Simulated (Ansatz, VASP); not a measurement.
One calculation of Hg, two programs

The input INCAR:

```
SYSTEM = Hg
PREC = Accurate ; ENCUT = 600
EDIFF = 1E-6 ; ISMEAR = -1
SIGMA = 0.1 ; LREAL = .FALSE.
LASPH = .TRUE. ; NELM = 100
ALGO = Normal ; ISIF = 3
LWAVE = .FALSE. ; LCHARG = .FALSE.
GGA = RP ; IBRION = 2
NSW = 80 ; EDIFFG = -0.01
```

The input KPOINTS:

```
Automatic mesh
0
G
  5 5 5
  0 0 0
```

Contents of POSCAR:

```
Hg
1.0
    5.6937108959      0.0000000000      0.0000000000
    0.0000000000      5.6937108959      0.0000000000
    0.0000000000      0.0000000000      5.6937108959
Hg
8
Direct
    0.0000000000      0.0000000000      0.0000000000
    0.5000000000      0.5000000000      0.5000000000
    0.2500000000      0.0000000000      0.5000000000
    0.7500000000      0.0000000000      0.5000000000
    0.5000000000      0.2500000000      0.0000000000
    0.5000000000      0.7500000000      0.0000000000
    0.0000000000      0.5000000000      0.2500000000
    0.0000000000      0.5000000000      0.7500000000
```

Input for Ansatz:

```yaml
crystal:
  lattice:
    - [5.6937108959, 0.0, 0.0]
    - [0.0, 5.6937108959, 0.0]
    - [0.0, 0.0, 5.6937108959]
  atoms:
    - { symbol: Hg, position: [0.0, 0.0, 0.0] }
    - { symbol: Hg, position: [0.5, 0.5, 0.5] }
    - { symbol: Hg, position: [0.25, 0.0, 0.5] }
    - { symbol: Hg, position: [0.75, 0.0, 0.5] }
    - { symbol: Hg, position: [0.5, 0.25, 0.0] }
    - { symbol: Hg, position: [0.5, 0.75, 0.0] }
    - { symbol: Hg, position: [0.0, 0.5, 0.25] }
    - { symbol: Hg, position: [0.0, 0.5, 0.75] }
hamiltonian:
  xc: rpbe
  pseudopotentials:
    kind: paw
    azcp:
      Hg: "pseudopotentials/Hg.paw.azcp"
basis:
  ecutwfc: 420
  fft_grid_basis: typed
kpoints:
  mp_grid: { grid: [5, 5, 5], shift: [0, 0, 0] }
magnetization:
  spin_polarized: false
scf:
  occupations: { method: fermi_dirac, width: 0.1 }
relax:
  max_steps: 60
  f_tol: 0.01
  cell: {}
```

Alike in both runs: task relaxation of cell and atoms; functional RPBE; k mesh 5 × 5 × 5; occupations fermi-dirac, width 0.1 eV; no spin polarisation.

```csv
,VASP,Ansatz
version,VASP 6.6.1,Ansatz 0.2.0
potentials or method,"VASP PAW PBE potentials, release 64 (Hg), cutoff 600 eV","plane waves (420 eV) with PAW, scalar-relativistic"
valence electrons in the cell,96,160
```

Ansatz gave:

- relaxed volume (Å³/atom): 97.35
- relaxed cell length with the largest relative difference (Å): 9.200

Problem. Which values does VASP return?

Solution. Relaxed volume (Å³/atom): 86.86; relaxed cell length with the largest relative difference (Å): 8.857.

VASP's potentials were made for PBE, not for RPBE. One of these differences is far larger than is usual between the two programs; its cause wasn't traced. VASP's potentials hold 96 valence electrons a cell and Ansatz's 160, so a difference there can come from the potentials and not from the codes.

Spin-orbit coupling is off throughout. Noted on VASP's run: the volume moved by over 15 % at a fixed basis, so the end points are rough.
